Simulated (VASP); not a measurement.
# CsPbCl3 (C2) in VASP: a series of runs, part 2 of 2

VASP 6.6.1. Earlier steps stand in the parts before.

## Step 3: Single point, PBEsol (strain -0.1125 x Voigt [1, -1, 0, 0, 0, 0])

Contents of INCAR:

```
SYSTEM = CsPbCl3
PREC     = Accurate       ! precision mode
ENCUT    = 520            ! plane-wave cutoff, eV
EDIFF    = 1E-7           ! SCF threshold, eV
ISMEAR   = 0              ! smearing method
SIGMA    = 0.05           ! smearing width, eV
LREAL    = .FALSE.        ! projectors in reciprocal space
LASPH    = .TRUE.         ! aspherical terms in the spheres
NELM     = 60             ! most SCF steps
ALGO     = Normal         ! electronic algorithm
ISIF     = 2              ! what is computed and relaxed
LWAVE    = .FALSE.        ! write WAVECAR
LCHARG   = .FALSE.        ! write CHGCAR
GGA      = PS             ! functional
NBANDS   = 30             ! bands
```

Contents of KPOINTS:

```
regular mesh
0
G
  6 6 6
  0 0 0
```

Contents of POSCAR:

```
CsPbCl3
1.0
    3.5262199197      2.5519985601      3.2437951379
   -3.5262199197      2.5519985601      3.2437951379
    0.0000000000     -5.1039971202      3.2437951379
Cs Pb Cl
1 1 3
Direct
    0.5000000000      0.5000000000      0.5000000000
    0.0000000000      0.0000000000      0.0000000000
    0.5000000000      0.0001652038      0.9998347962
    0.0001652038      0.9998347962      0.5000000000
    0.9998347962      0.5000000000      0.0001652038
```

Potentials or basis: VASP PAW PBE potentials, release 64 (Cs_sv, Pb_d, Cl).

Command:

```bash
$ cat potpaw_PBE.64/Cs_sv/POTCAR potpaw_PBE.64/Pb_d/POTCAR potpaw_PBE.64/Cl/POTCAR > POTCAR
$ mpirun -np 1 vasp_std > vasp.out
```

OUTCAR:

```text
SYSTEM = CsPbCl3
   PREC = Accurate
   ENCUT = 520
   EDIFF = 1E-7
   ISMEAR = 0
   LREAL = .FALSE.
   LASPH = .TRUE.
   NELM = 60
   ISIF = 2
   GGA = PS

 ion  position               nearest neighbor table
   1  0.500  0.500  0.500-
   2  0.000  0.000  0.000-   5 2.71   3 2.71   5 2.71   3 2.71   4 3.02   4 3.02
   3  0.500  0.000  1.000-   2 2.71   2 2.71
   4  0.000  1.000  0.500-   2 3.02   2 3.02
   5  1.000  0.500  0.000-   2 2.71   2 2.71

  LATTYP: Found a base centered monoclinic cell.
 ALAT       =     8.2546722642
 B/A-ratio  =     0.8543573401
 C/A-ratio  =     0.7326227815
 COS(beta)  =    -0.1002866438

  Lattice vectors:

 A1 = (   3.5262199197,   2.5519985601,   3.2437951379)
 A2 = (  -3.5262199197,   2.5519985601,   3.2437951379)
 A3 = (   0.0000000000,  -5.1039971202,   3.2437951379)

Analysis of symmetry for initial positions (statically):
=====================================================================
 Subroutine PRICEL returns:
 Original cell was already a primitive cell.

[... 169 lines left out ...]
  ext. energy  EPLUGINS =         0.00000000
  ---------------------------------------------------
  free energy    TOTEN  =       -18.08092941 eV

  energy without entropy =      -18.08092941  energy(sigma->0) =      -18.08092941

 E-fermi :   1.9817     XC(G=0):  -8.0167

 val. band max:        1.7769184666   @ k =   0.5000   0.5000   0.5000
 cond. band min:       2.9894051312   @ k =   0.5000   0.5000   0.5000
 fundamental gap:      1.2124866646
 Fermi energy:         1.9816764109

 k-point     1 :       0.0000    0.0000    0.0000
  band No.  band energies     occupation
      1     -19.5517      2.00000
      2     -15.1826      2.00000
      3     -15.0671      2.00000
      4     -14.8722      2.00000
      5     -14.8403      2.00000
      6     -14.8180      2.00000
[... 781 lines left out ...]
     29       7.7657      0.00000
     30       7.8331      0.00000

 [... further k-points ...]
[... 5 lines left out ...]
  --------------------------------------------------------------------------------------
  -------------------------------------------------------------------------------------
  Total        3.5287321     -1.5119165      0.8498413      0.0000000      2.0120498      0.0000000
  in kB       32.2800936    -13.8306913      7.7741678      0.0000000     18.4058049      0.0000000
  external PRESSURE =       8.7411901 kB  Pullay stress =       0.0000000 kB

 VOLUME and BASIS-vectors are now :
 -----------------------------------------------------------------------------
  energy-cutoff  :      520.00
  volume of cell :      175.14
      direct lattice vectors                 reciprocal lattice vectors
     3.526219920  2.551998560  3.243795138     0.141794900  0.065308292  0.102760291
    -3.526219920  2.551998560  3.243795138    -0.141794900  0.065308292  0.102760291
     0.000000000 -5.103997120  3.243795138     0.000000000 -0.130616584  0.102760291

 POSITION                                       TOTAL-FORCE (eV/Angst)
 -----------------------------------------------------------------------------------
      0.00000      0.00000      4.86569         0.000946      0.000000     -0.000000
      0.00000      0.00000      0.00000         0.001169      0.000000     -0.000000
      1.76253     -3.82673      4.86569        -0.000348      0.000706      0.000228
     -3.52505      0.00000      4.86569        -0.001418      0.000000      0.000000
      1.76253      3.82673      4.86569        -0.000348     -0.000706     -0.000228
 -----------------------------------------------------------------------------------
    total drift:                               -0.000003     -0.000000      0.000000

  FREE ENERGIE OF THE ION-ELECTRON SYSTEM (eV)
  ---------------------------------------------------
  free  energy   TOTEN  =       -18.0809294061 eV

  energy  without entropy=      -18.0809294061  energy(sigma->0) =      -18.08092941
```

OSZICAR:

```text
N       E                     dE             d eps       ncg     rms          rms(c)
DAV:   1     0.410487905207E+03    0.41049E+03   -0.18816E+04  4080   0.131E+03
DAV:   2     0.314561484633E+02   -0.37903E+03   -0.36032E+03  4788   0.318E+02
DAV:   3    -0.169693861183E+02   -0.48426E+02   -0.47868E+02  5128   0.124E+02
DAV:   4    -0.187764775007E+02   -0.18071E+01   -0.18010E+01  5244   0.298E+01
DAV:   5    -0.188441403026E+02   -0.67663E-01   -0.67643E-01  5334   0.515E+00    0.592E+00
DAV:   6    -0.181144902203E+02    0.72965E+00   -0.12898E+00  6404   0.133E+01    0.364E+00
DAV:   7    -0.180721575406E+02    0.42333E-01   -0.53105E-01  5974   0.475E+00    0.165E+00
DAV:   8    -0.180810025718E+02   -0.88450E-02   -0.73434E-02  5844   0.216E+00    0.261E-01
DAV:   9    -0.180804684027E+02    0.53417E-03   -0.14472E-02  6348   0.101E+00    0.143E-01
DAV:  10    -0.180807814788E+02   -0.31308E-03   -0.14367E-03  5306   0.257E-01    0.556E-02
DAV:  11    -0.180809204170E+02   -0.13894E-03   -0.27868E-04  5570   0.122E-01    0.119E-02
DAV:  12    -0.180809283078E+02   -0.78909E-05   -0.24567E-05  6132   0.451E-02    0.566E-03
DAV:  13    -0.180809290748E+02   -0.76698E-06   -0.24947E-06  4874   0.885E-03    0.294E-03
DAV:  14    -0.180809293955E+02   -0.32063E-06   -0.78988E-07  4990   0.763E-03    0.773E-04
DAV:  15    -0.180809294061E+02   -0.10647E-07   -0.31326E-08  3448   0.135E-03
   1 F= -.18080929E+02 E0= -.18080929E+02  d E =-.680270E-11
```

stdout:

```text
POSCAR found type information on POSCAR CsPbCl
 POSCAR found :  3 types and       5 ions
 scaLAPACK will be used
 -----------------------------------------------------------------------------
|                                                                             |
|                                                                             |
|     You enforced a specific xc type in the INCAR file but a different       |
|     I HOPE YOU KNOW WHAT YOU ARE DOING!                                     |
|                                                                             |
 -----------------------------------------------------------------------------

 LDA part: xc-table for (Slater+PW92), standard interpolation
 POSCAR, INCAR and KPOINTS ok, starting setup
 FFT: planning ... GRIDC
 FFT: planning ... GRID_SOFT
 FFT: planning ... GRID
 WAVECAR not read
 entering main loop
```

It took 3.5 min on 1 thread of Intel Xeon Platinum 8488C (Sapphire Rapids), shared host; peak memory 0.47 GiB.

What came out:

```
Free energy            : -18.0809 eV
Pressure               : 0.9 GPa
Band gap on the k mesh : 1.21 eV
```

Levels at points of the mesh, in eV from the valence-band top:
| k point | band 20 | band 21 | band 22 | band 23 | band 24 | band 25 |
| --- | --- | --- | --- | --- | --- | --- |
| (0.00, 0.00, 0.00) | -2.42 | -2.35 | -2.13 | 3.18 | 4.06 | 4.21 |
| (0.50, 0.00, 0.00) | -2.76 | -2.45 | -1.48 | 2.90 | 4.04 | 4.64 |
| (0.50, 0.50, 0.00) | -2.56 | -1.93 | -0.45 | 2.15 | 2.61 | 3.67 |
| (0.00, 0.00, 0.50) | -2.49 | -2.17 | -2.15 | 2.54 | 4.38 | 4.56 |
| (0.50, 0.00, 0.50) | -2.75 | -2.24 | -1.01 | 1.94 | 2.64 | 5.21 |
| (0.50, 0.50, 0.50) | -2.18 | -1.92 | 0.00 | 1.21 | 1.69 | 2.34 |

Caveat: the cell differs from its parent crystal (strain -0.1125 x Voigt [1, -1, 0, 0, 0, 0]); the PAW data sets were made with another functional, which shifts forces and pressure a little; spin-orbit coupling is left out, which moves the levels of the heavy elements. A k mesh can miss the band edges.

## Step 4: Single point, PBEsol (strain -0.0750 x Voigt [1, -1, 0, 0, 0, 0])

Contents of INCAR:

```
PREC = Accurate
ENCUT = 520
EDIFF = 1E-6
ISMEAR = 0
SIGMA = 0.05
LREAL = False
LASPH = True
NELM = 100
ALGO = Normal
ISIF = 2
LWAVE = False
LCHARG = True
GGA = PS
LELF = True
LVHAR = True
NBANDS = 30
```

Contents of KPOINTS:

```
Automatic mesh
0
Gamma
  6 6 6
```

Edit POSCAR of step 3 so:

```diff
@@ -2,5 +2,5 @@
 1.0
-    3.5262199197      2.5519985601      3.2437951379
-   -3.5262199197      2.5519985601      3.2437951379
-    0.0000000000     -5.1039971202      3.2437951379
+    3.6752151275      2.4659761367      3.2437951379
+   -3.6752151275      2.4659761367      3.2437951379
+    0.0000000000     -4.9319522734      3.2437951379
 Cs Pb Cl
```

Command:

```bash
$ cat potpaw_PBE.64/Cs_sv/POTCAR potpaw_PBE.64/Pb_d/POTCAR potpaw_PBE.64/Cl/POTCAR > POTCAR
$ mpirun -np 1 vasp_std > vasp.out
```

It took 3.2 min on 1 thread of Intel Xeon Platinum 8488C (Sapphire Rapids), shared host; peak memory 0.49 GiB.

The run converged. Its results:

* Free energy: -18.2466 eV
* Pressure: 0.4 GPa
* Band gap on the k mesh: 1.42 eV

Stress tensor (GPa, compression positive):
```
 1.92  0.00  0.00
 0.00 -1.20  1.29
 0.00  1.29  0.35
```

Levels at points of the mesh, in eV from the valence-band top:
| k point | band 18 | band 19 | band 20 | band 21 | band 22 | band 23 | band 24 | band 25 | band 26 | band 27 |
| --- | --- | --- | --- | --- | --- | --- | --- | --- | --- | --- |
| (0.00, 0.00, 0.00) | -2.71 | -2.61 | -2.47 | -2.38 | -2.29 | 3.21 | 4.13 | 4.26 | 4.91 | 5.19 |
| (0.50, 0.00, 0.00) | -2.77 | -2.75 | -2.71 | -2.48 | -1.53 | 2.96 | 4.43 | 4.66 | 5.15 | 5.51 |
| (0.50, 0.50, 0.00) | -2.78 | -2.67 | -2.64 | -2.06 | -0.55 | 2.26 | 2.58 | 4.05 | 5.38 | 5.74 |
| (0.00, 0.00, 0.50) | -2.76 | -2.57 | -2.56 | -2.34 | -2.00 | 2.68 | 4.47 | 4.77 | 5.20 | 5.35 |
| (0.50, 0.00, 0.50) | -2.84 | -2.74 | -2.72 | -2.21 | -0.95 | 2.10 | 2.62 | 5.18 | 5.26 | 5.54 |
| (0.50, 0.50, 0.50) | -2.73 | -2.21 | -2.16 | -2.05 | 0.00 | 1.42 | 1.75 | 2.20 | 4.99 | 5.22 |

Caveat: the cell differs from its parent crystal (strain -0.0750 x Voigt [1, -1, 0, 0, 0, 0]); the PAW data sets were made with another functional, which shifts forces and pressure a little; spin-orbit coupling is left out, which moves the levels of the heavy elements. A k mesh can miss the band edges.

## Step 5: Summary

```tsv
cell	gap on the mesh (eV)	pressure (GPa)
a = 5.849, b = 5.849, c = 5.206 Å, angles 85.8, 85.8, 98.2°, 5 atoms	1.01	0.9
a = 5.429, b = 5.429, c = 6.048 Å, angles 94.4, 94.4, 81.0°, 5 atoms	1.21	0.9
a = 5.487, b = 5.487, c = 5.903 Å, angles 92.9, 92.9, 84.1°, 5 atoms	1.42	0.4
```

Alike in all rows: task single point; level PBEsol; potentials or basis VASP PAW PBE potentials, release 64 (Cs_sv, Pb_d, Cl); no spin polarisation; k mesh 6 × 6 × 6; cutoff (eV) 520; smearing gaussian 0.05 eV.

Caveats: the PAW data sets were made with another functional, which shifts forces and pressure a little; spin-orbit coupling is left out, which moves the levels of the heavy elements.

Total energies depend on the potentials used, so only differences within one code and one set of settings carry meaning.
